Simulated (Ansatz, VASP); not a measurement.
One calculation of SiNi, two programs

```
Ni Si
1.0
     4.50369    0.00000    0.00000
     0.00000    4.50369    0.00000
     0.00000    0.00000    4.50369
Ni Si
4 4
Direct
  0.14950 0.14950 0.14950
  0.64950 0.35050 0.85050
  0.85050 0.64950 0.35050
  0.35050 0.85050 0.64950
  0.84683 0.84683 0.84683
  0.34683 0.65317 0.15317
  0.15317 0.34683 0.65317
  0.65317 0.15317 0.34683
```

Alike in both runs: task relaxation of cell and atoms; functional PBEsol; k mesh 6 × 6 × 6; occupations fermi-dirac, width 0.05 eV; collinear spin.

```csv
,VASP,Ansatz
version,VASP 6.6.1,Ansatz 0.2.0
potentials or method,"VASP PAW PBE potentials, release 64 (Ni, Si)",Ansatz PAW
plane-wave cutoff (eV),600,420
valence electrons in the cell,56,88
```

|  | VASP | Ansatz | Ansatz less VASP |
| --- | --- | --- | --- |
| gap on the k mesh at the Fermi level, each at its own relaxed structure (eV) | none | none | - |
| net moment per atom (μB) | 0.00 | 0.00 | 0.000 |
| relaxed volume (Å³/atom) | 11.16 | 11.15 | -0.014 |
| relaxed length of the cell vector where the two differ most in proportion (Å) | 4.469 | 4.467 | -0.0019 |

VASP's potentials were made for PBE, not for PBEsol. A gap of «none» marks a metal or a gap that the smearing closes. VASP's potentials hold 56 valence electrons a cell and Ansatz's 88, so a difference there can come from the potentials and not from the codes.

Noted on Ansatz's run: the plane-wave basis is chosen anew once the cell has moved, so the energies of steps on either side of that aren't comparable.
